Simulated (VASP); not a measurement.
# SnO (P1) in VASP: further runs

The runs below take SnO through single point, with PBEsol.

Everything below comes from runs of VASP 6.6.1. Logs are shortened: lines on timing, memory, paths and dates and some standing lists are left out, and cuts for length are marked.

## 1. The cell of the first run

The typed cell holds 4 atoms: a = 3.355 Å, b = 5.674 Å, c = 4.222 Å, α = 90.00°, β = 90.00°, γ = 90.00°.

## 2. Single point, PBEsol (all Sn atoms moved -0.125 Å, as atom 1 along Cartesian [1 1 1])

INCAR

```
SYSTEM = SnO
  PREC = Accurate
  ENCUT = 520
  EDIFF = 1E-7
  ISMEAR = 0
  SIGMA = 0.05
  LREAL = .FALSE.
  LASPH = .TRUE.
  NELM = 100
  ALGO = Normal
  ISIF = 2
  LWAVE = .FALSE.
  LCHARG = .FALSE.
  GGA = PS
  NBANDS = 28
```

KPOINTS

```
Automatic mesh
0
G
  8 6 6
  0 0 0
```

POSCAR

```
SnO
1.0
    3.3550050000      0.0000000000      0.0000000000
    0.0000000000      5.6741040000      0.0000000000
    0.0000000000      0.0000000000      4.2219700000
Sn O
2 2
Direct
   -0.0215107827      0.2191900256      0.4960503722
    0.4784892173      0.7553720256     -0.0039496278
    0.0000000000      0.8912500000      0.7368570000
    0.5000000000      0.1087500000      0.2368570000
```

Potentials or basis: VASP PAW PBE potentials, release 64 (Sn_d, O).

The run is started by

```console
$ cat potpaw_PBE.64/Sn_d/POTCAR potpaw_PBE.64/O/POTCAR > POTCAR
$ mpirun -np 1 vasp_std > vasp.out
```

OUTCAR:

```text
SYSTEM = SnO
   PREC = Accurate
   ENCUT = 520
   EDIFF = 1E-7
   ISMEAR = 0
   LREAL = .FALSE.
   LASPH = .TRUE.
   NELM = 100
   ISIF = 2
   GGA = PS

 ion  position               nearest neighbor table
   1  0.978  0.219  0.496-   4 2.04   3 2.12   4 2.16
   2  0.478  0.755  0.996-   3 2.09   3 2.20   4 2.25
   3  0.000  0.891  0.737-   2 2.09   1 2.12   2 2.20
   4  0.500  0.109  0.237-   1 2.04   1 2.16   2 2.25

  LATTYP: Found a simple orthorhombic cell.
 ALAT       =     3.3550050000
 B/A-ratio  =     1.2584094510
 C/A-ratio  =     1.6912356315

  Lattice vectors:

 A1 = (  -3.3550050000,   0.0000000000,   0.0000000000)
 A2 = (   0.0000000000,   0.0000000000,   4.2219700000)
 A3 = (   0.0000000000,   5.6741040000,   0.0000000000)

Analysis of symmetry for initial positions (statically):
=====================================================================
 Subroutine PRICEL returns:
 Original cell was already a primitive cell.

 Routine SETGRP: Setting up the symmetry group for a
 simple orthorhombic supercell.

 Subroutine GETGRP returns: Found  1 space group operations
 (whereof  1 operations were pure point group operations)
 out of a pool of  8 trial point group operations.

The static configuration has the point symmetry C_1 .

Analysis of symmetry for dynamics (positions and initial velocities):
=====================================================================
 Subroutine PRICEL returns:
 Original cell was already a primitive cell.

 Routine SETGRP: Setting up the symmetry group for a
 simple orthorhombic supercell.

 Subroutine GETGRP returns: Found  1 space group operations
 (whereof  1 operations were pure point group operations)
 out of a pool of  8 trial point group operations.

The dynamic configuration has the point symmetry C_1 .

 Subroutine INISYM returns: Found  1 space group operations
 (whereof  1 operations are pure point group operations),
 and found     1 'primitive' translations

----------------------------------------------------------------------------------------

                                     Primitive cell

  volume of cell :      80.3722

  direct lattice vectors                    reciprocal lattice vectors
     3.355005000  0.000000000  0.000000000     0.298062149  0.000000000  0.000000000
     0.000000000  5.674104000  0.000000000     0.000000000  0.176239279  0.000000000
     0.000000000  0.000000000  4.221970000     0.000000000  0.000000000  0.236856254

  length of vectors
     3.355005000  5.674104000  4.221970000     0.298062149  0.176239279  0.236856254

  position of ions in fractional coordinates (direct lattice)
     0.978489217  0.219190026  0.496050372
     0.478489217  0.755372026  0.996050372
     0.000000000  0.891250000  0.736857000
     0.500000000  0.108750000  0.236857000

  ion indices of the primitive-cell ions
   primitive index   ion index
                 1           1
                 2           2
                 3           3
                 4           4

----------------------------------------------------------------------------------------

 KPOINTS: Automatic mesh

Automatic generation of k-mesh.
 Grid dimensions read from file:
 generate k-points for:    8    6    6

 Generating k-lattice:

  Cartesian coordinates                     Fractional coordinates (reciprocal lattice)
     0.037257769  0.000000000  0.000000000     0.125000000  0.000000000  0.000000000
     0.000000000  0.029373213  0.000000000     0.000000000  0.166666667  0.000000000
     0.000000000  0.000000000  0.039476042     0.000000000  0.000000000  0.166666667

  Length of vectors
     0.037257769  0.029373213  0.039476042

  Shift w.r.t. Gamma in fractional coordinates (k-lattice)
     0.000000000  0.000000000  0.000000000

 Subroutine IBZKPT returns following result:
 ===========================================

 Found    148 irreducible k-points:

 Following reciprocal coordinates:
            Coordinates               Weight
  0.000000  0.000000  0.000000      1.000000
  0.125000  0.000000  0.000000      2.000000
  0.250000  0.000000  0.000000      2.000000
  0.375000  0.000000  0.000000      2.000000
  0.500000  0.000000  0.000000      1.000000
  0.000000  0.166667  0.000000      2.000000
[... 16 lines left out ...]
  0.125000  0.500000  0.000000      2.000000
  0.250000  0.500000  0.000000      2.000000
 [... further k-points ...]
   k-points           NKPTS =    148   k-points in BZ     NKDIM =    148   number of bands    NBANDS=     28
   number of dos      NEDOS =    301   number of ions     NIONS =      4
   total plane-waves  NPLWV =  37632
   dimension x,y,z NGX =    28 NGY =   42 NGZ =   32
   dimension x,y,z NGXF=    56 NGYF=   84 NGZF=   64
   ions per type =               2   2
   NGX,Y,Z   is equivalent  to a cutoff of  13.87, 12.31, 12.60 a.u.
   NGXF,Y,Z  is equivalent  to a cutoff of  27.75, 24.61, 25.20 a.u.
 SYSTEM =  SnO
   PREC   = accura    normal or accurate (medium, high low for compatibility)
   ISTART =      0    job   : 0-new  1-cont  2-samecut
   ICHARG =      2    charge: 1-file 2-atom 10-const
   ISPIN  =      1    spin polarized calculation?
   LNONCOLLINEAR =      F non collinear calculations
   LSORBIT =      F    spin-orbit coupling
   LASPH  =      T    aspherical Exc in radial PAW
   ENCUT  =  520.0 eV  38.22 Ry    6.18 a.u.   6.24 10.55  7.85*2*pi/ulx,y,z
   NELM   =    100;   NELMIN=  2; NELMDL= -5     # of ELM steps
   EDIFF  = 0.1E-06   stopping-criterion for ELM
   LREAL  =      F    real-space projection
   EDIFFG = 0.1E-05   stopping-criterion for IOM
   NSW    =      0    number of steps for IOM
   IBRION =     -1    ionic relax: 0-MD 1-quasi-New 2-CG
   NFREE  =      0    steps in history (QN), initial steepest desc. (CG)
   ISIF   =      2    stress and relaxation
   ISYM   =      2    0-nonsym 1-usesym 2-fastsym
   POTIM  = 0.5000    time-step for ionic-motion
   TEBEG  =    0.0;   TEEND  =   0.0 temperature during run
   PSTRESS=    0.0 pullay stress
   NELECT =      40.0000    total number of electrons
   NUPDOWN=      -1.0000    fix difference up-down
   EMIN   =  10.00;   EMAX   =-10.00  energy-range for DOS
   EFERMI =   0.00;   METHOD = LEGACY
   ISMEAR =     0;   SIGMA  =   0.05  broadening in eV -4-tet -1-fermi 0-gaus
   EFERMI_NEDOS =   21; number of points for ismear=-14 and -15
   IALGO  =     38    algorithm
   IMIX   =      4    mixing-type and parameters
     AMIX     =   0.40;   BMIX     =  1.00
     AMIX_MAG =   1.60;   BMIX_MAG =  1.00
  volume/ion in A,a.u.               =      20.09       135.59
  Fermi-wavevector in a.u.,A,eV,Ry     =   1.297357  2.451650 22.900458  1.683136
  Thomas-Fermi vector in A             =   2.428755
   LORBIT       =      0    0 simple, 1 ext, 2 COOP (PROOUT), +10 PAW based schemes
   GGA     = PS    functional components
   LHFCALC =     F    Hartree Fock is set to
   AEXX    =    0.0000 exact exchange contribution
   IVDW    =     0    specifies the selected vdW correction
   LEPSILON=     F    determine dielectric tensor
   LRPA    =     F    only Hartree local field effects (RPA)
 non-spin polarized calculation
 Gauss-broadening in eV      SIGMA  =   0.05
  energy-cutoff  :      520.00
  volume of cell :       80.37
 maximum number of plane-waves:      2178
 NGX is ok and might be reduce to    28
   NGX = 13   NGY = 21   NGZ = 15

 number of electron      39.9999992 magnetization

 Free energy of the ion-electron system (eV)
  ---------------------------------------------------
  ext. energy  EPLUGINS =         0.00000000
  ---------------------------------------------------
  free energy    TOTEN  =       -23.70329785 eV

  energy without entropy =      -23.70329785  energy(sigma->0) =      -23.70329785

 E-fermi :   5.0889     XC(G=0):  -9.7510

 val. band max:        4.8298359199   @ k =   0.0000   0.0000   0.0000
 cond. band min:       6.1510528672   @ k =   0.3750   0.5000   0.0000
 fundamental gap:      1.3212169472
 Fermi energy:         5.0889181039

 k-point     1 :       0.0000    0.0000    0.0000
  band No.  band energies     occupation
      1     -16.4694      2.00000
      2     -16.1451      2.00000
      3     -16.0757      2.00000
      4     -16.0161      2.00000
      5     -15.9986      2.00000
      6     -15.9734      2.00000
[... 20 lines left out ...]
     27      13.3363      0.00000
     28      13.8957      0.00000

 k-point     2 :       0.1250    0.0000    0.0000
  band No.  band energies     occupation
      1     -16.4640      2.00000
      2     -16.1444      2.00000
      3     -16.0948      2.00000
      4     -16.0123      2.00000
      5     -16.0000      2.00000
      6     -15.9789      2.00000
[... 20 lines left out ...]
     27      13.2106      0.00000
     28      14.1009      0.00000

 k-point     3 :       0.2500    0.0000    0.0000
  band No.  band energies     occupation
      1     -16.4635      2.00000
      2     -16.2255      2.00000
      3     -16.0776      2.00000
      4     -16.0282      2.00000
      5     -16.0014      2.00000
      6     -15.9707      2.00000
[... 20 lines left out ...]
     27      12.8316      0.00000
     28      14.1970      0.00000

 k-point     4 :       0.3750    0.0000    0.0000
  band No.  band energies     occupation
      1     -16.4781      2.00000
      2     -16.3272      2.00000
      3     -16.0626      2.00000
      4     -16.0386      2.00000
      5     -16.0079      2.00000
      6     -15.9419      2.00000
[... 20 lines left out ...]
     27      12.8689      0.00000
     28      14.2644      0.00000

 k-point     5 :       0.5000    0.0000    0.0000
  band No.  band energies     occupation
      1     -16.4868      2.00000
      2     -16.3697      2.00000
      3     -16.0661      2.00000
      4     -16.0350      2.00000
      5     -16.0097      2.00000
      6     -15.9253      2.00000
[... 20 lines left out ...]
     27      13.7015      0.00000
     28      13.9651      0.00000

 k-point     6 :       0.0000    0.1667    0.0000
  band No.  band energies     occupation
      1     -16.4677      2.00000
      2     -16.1454      2.00000
      3     -16.0756      2.00000
      4     -16.0165      2.00000
      5     -15.9984      2.00000
      6     -15.9730      2.00000
[... 463 lines left out ...]
      5     -16.0050      2.00000
      6     -15.9271      2.00000
[... 20 lines left out ...]
     27      13.2709      0.00000
     28      13.3561      0.00000

 k-point    22 :       0.0000    0.5000    0.0000
  band No.  band energies     occupation
      1     -16.4623      2.00000
      2     -16.1463      2.00000
      3     -16.0752      2.00000
      4     -16.0177      2.00000
      5     -15.9976      2.00000
      6     -15.9717      2.00000
[... 20 lines left out ...]
     27      14.4604      0.00000
     28      14.9087      0.00000

 k-point    23 :       0.1250    0.5000    0.0000
  band No.  band energies     occupation
      1     -16.4591      2.00000
      2     -16.1437      2.00000
      3     -16.0954      2.00000
      4     -16.0139      2.00000
      5     -15.9997      2.00000
      6     -15.9770      2.00000
[... 20 lines left out ...]
     27      13.3562      0.00000
     28      14.9667      0.00000

 k-point    24 :       0.2500    0.5000    0.0000
  band No.  band energies     occupation
      1     -16.4639      2.00000
      2     -16.2260      2.00000
      3     -16.0776      2.00000
      4     -16.0297      2.00000
      5     -15.9988      2.00000
      6     -15.9696      2.00000
[... 20 lines left out ...]
     27      13.4320      0.00000
     28      14.7898      0.00000

 [... further k-points ...]

------------------------ aborting loop because EDIFF is reached ----------------------------------------

  FORCE on cell =-STRESS in cart. coord.  units (eV):
  Direction    XX          YY          ZZ          XY          YZ          ZX
  --------------------------------------------------------------------------------------
  -------------------------------------------------------------------------------------
  Total       -0.3806424     -0.9980900     -0.2807302      0.0426030     -0.1349635      0.9352910
  in kB       -7.5879104    -19.8964083     -5.5962120      0.8492691     -2.6904277     18.6445435
  external PRESSURE =     -11.0268435 kB  Pullay stress =       0.0000000 kB

 VOLUME and BASIS-vectors are now :
 -----------------------------------------------------------------------------
  energy-cutoff  :      520.00
  volume of cell :       80.37
      direct lattice vectors                 reciprocal lattice vectors
     3.355005000  0.000000000  0.000000000     0.298062149  0.000000000  0.000000000
     0.000000000  5.674104000  0.000000000     0.000000000  0.176239279  0.000000000
     0.000000000  0.000000000  4.221970000     0.000000000  0.000000000  0.236856254

 POSITION                                       TOTAL-FORCE (eV/Angst)
 -----------------------------------------------------------------------------------
      3.28284      1.24371      2.09431         0.616111      0.565557      0.506273
      1.60533      4.28606      4.20529         0.428340      0.572297      0.197351
      0.00000      5.05705      3.11099        -0.422834     -0.123720     -0.059608
      1.67750      0.61706      1.00000        -0.621617     -1.014135     -0.644016
 -----------------------------------------------------------------------------------
    total drift:                                0.000408     -0.000427     -0.000018

  FREE ENERGIE OF THE ION-ELECTRON SYSTEM (eV)
  ---------------------------------------------------
  free  energy   TOTEN  =       -23.7032978461 eV

  energy  without entropy=      -23.7032978461  energy(sigma->0) =      -23.70329785
```

Run time: 2.3 min. Hardware: 1 thread of Intel Xeon 6975P-C (Granite Rapids), shared host; peak memory 0.38 GiB.

What came out:

```yaml
Free_energy: -23.7033 eV
Pressure: -1.1 GPa
Largest_force: 1.353 eV/Å
Band_gap_on_the_k_mesh: 1.32 eV (least direct gap 1.97 eV)
```

Forces on the atoms (eV/Å):
```
Sn   0.616  0.566  0.506
Sn   0.428  0.572  0.197
O   -0.423 -0.124 -0.060
O   -0.622 -1.014 -0.644
```

Caveat: the cell differs from its parent crystal (all Sn atoms moved -0.125 Å, as atom 1 along Cartesian [1 1 1]); the PAW data sets were made with another functional, which shifts forces and pressure a little; spin-orbit coupling is left out, which moves the levels of the heavy elements. A k mesh can miss the band edges.

[end of part 1 of 2]
